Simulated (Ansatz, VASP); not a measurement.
# One calculation of SeS, two programs

The input INCAR:

```
SYSTEM = SeS
ALGO     = Normal         ! electronic algorithm
EDIFF    = 1E-6           ! SCF threshold, eV
EDIFFG   = -0.04          ! ionic threshold
ENCUT    = 600            ! plane-wave cutoff, eV
GGA      = PE             ! functional
IBRION   = 2              ! ionic algorithm
ISIF     = 3              ! what is computed and relaxed
ISMEAR   = 0              ! smearing method
LASPH    = .TRUE.         ! aspherical terms in the spheres
LCHARG   = .FALSE.        ! write CHGCAR
LREAL    = .FALSE.        ! projectors in reciprocal space
LWAVE    = .FALSE.        ! write WAVECAR
NELM     = 60             ! most SCF steps
NSW      = 90             ! ionic steps
PREC     = Accurate       ! precision mode
SIGMA    = 0.1            ! smearing width, eV
```

File KPOINTS:

```
k-points
0
G
  4 4 4
  0 0 0
```

File POSCAR:

```
SeS
1.0
    3.5431105096     -2.4775648733      0.0000000000
    3.5431105096      2.4775648733      0.0000000000
   -0.9933249917      0.0000000000      5.5774511392
Se S
2 2
Direct
    0.5834427822      0.7498905511      0.2456523886
    0.2501094489      0.4165572178      0.7543476114
    0.9264855283      0.4068478051      0.2598188616
    0.5931521949      0.0735144717      0.7401811384
```

Input for Ansatz:

```yaml
crystal:
  lattice:
    - [3.5431105096, -2.4775648733, 0.0]
    - [3.5431105096, 2.4775648733, 0.0]
    - [-0.9933249917, 0.0, 5.5774511392]
  atoms:
    - { symbol: Se, position: [0.5834427822, 0.7498905511, 0.2456523886] }
    - { symbol: Se, position: [0.2501094489, 0.4165572178, 0.7543476114] }
    - { symbol: S, position: [0.9264855283, 0.4068478051, 0.2598188616] }
    - { symbol: S, position: [0.5931521949, 0.0735144717, 0.7401811384] }
basis:
  ecutwfc: 420
kpoints:
  mp_grid: { grid: [4, 4, 4] }
hamiltonian:
  xc: pbe
scf:
  occupations: { method: gaussian, width: 0.1 }
  lower_state_search: "off"
output:
  forces: true
  stress: true
  eigenvalues: true
relax:
  adjacent_minimum: "off"
  f_tol: 0.04
  max_steps: 70
  cell: { stress_tol: 0.4 }
```

Alike in both runs: task relaxation of cell and atoms; functional PBE; k mesh 4 × 4 × 4; occupations gaussian, width 0.1 eV; no spin polarisation.

|  | VASP | Ansatz |
| --- | --- | --- |
| version | VASP 6.6.1 | Ansatz 0.2.0 |
| potentials or method | VASP PAW PBE potentials, release 64 (Se, S), cutoff 600 eV | scalar-relativistic, plane waves, PAW |
| valence electrons in the cell | 24 | 44 |

Ansatz gave:

* relaxed volume (Å³/atom): 37.95
* relaxed cell length with the largest relative difference (Å): 5.485

What did VASP give for the same quantities?

Relaxed volume (Å³/atom): 29.05; relaxed cell length with the largest relative difference (Å): 5.050.

One of these differences is far larger than is usual between the two programs; its cause wasn't traced. VASP's potentials hold 24 valence electrons a cell and Ansatz's 44, so a difference there can come from the potentials and not from the codes.

The k mesh is coarse, so the values compare programs but aren't converged. Noted on VASP's run: the volume moved by over 15 % at a fixed basis, so the end points are rough.
